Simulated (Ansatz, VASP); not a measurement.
# One calculation of Sb, two programs

File INCAR:

```
SYSTEM = Sb
PREC     = Accurate       ! precision mode
ENCUT    = 500            ! plane-wave cutoff, eV
EDIFF    = 1E-6           ! SCF threshold, eV
ISMEAR   = -1             ! smearing method
SIGMA    = 0.05           ! smearing width, eV
LREAL    = .FALSE.        ! projectors in reciprocal space
LASPH    = .TRUE.         ! aspherical terms in the spheres
NELM     = 120            ! most SCF steps
ALGO     = Normal         ! electronic algorithm
ISIF     = 2              ! what is computed and relaxed
LWAVE    = .FALSE.        ! write WAVECAR
LCHARG   = .FALSE.        ! write CHGCAR
GGA      = PE             ! functional
NBANDS   = 8              ! bands
GGA_COMPAT= .FALSE.
```

KPOINTS

```
regular mesh
0
G
  12 12 12
  0 0 0
```

POSCAR

```
Sb
1.0
    3.0037558881      0.0000000000      0.0000000000
    0.0000000000      3.0037558881      0.0000000000
    0.0000000000      0.0000000000      3.0037558881
Sb
1
Direct
    0.0000000000      0.0000000000      0.0000000000
```

Input for Ansatz:

```yaml
crystal:
  lattice:
    - [3.0037558881, 0.0, 0.0]
    - [0.0, 3.0037558881, 0.0]
    - [0.0, 0.0, 3.0037558881]
  atoms:
    - { symbol: Sb, position: [0.0, 0.0, 0.0] }
kpoints:
  mp_grid: { grid: [12, 12, 12] }
scf:
  occupations: { method: fermi_dirac, width: 0.05 }
hamiltonian:
  xc: pbe
  pseudopotentials: { kind: all_electron, lapw: { basis_error: 0.001 } }
output:
  forces: true
  stress: true
  eigenvalues: true
  populations: true
```

Change from the starting cell: volume scaled by 0.9, LAPW.

Alike in both runs: task single point; functional PBE; k mesh 12 × 12 × 12; occupations fermi-dirac, width 0.05 eV; no spin polarisation.

```csv
,VASP,Ansatz
version,VASP 6.6.1,Ansatz 0.2.0
potentials or method,"VASP PAW PBE potentials, release 64 (Sb), cutoff 500 eV","all-electron LAPW, scalar-relativistic"
```

```csv
,VASP,Ansatz,Ansatz less VASP
pressure (GPa),7.1,7.1,-0.04
```

Ansatz ran all-electron here, and VASP with PAW potentials.

Neither program's run includes spin-orbit coupling.
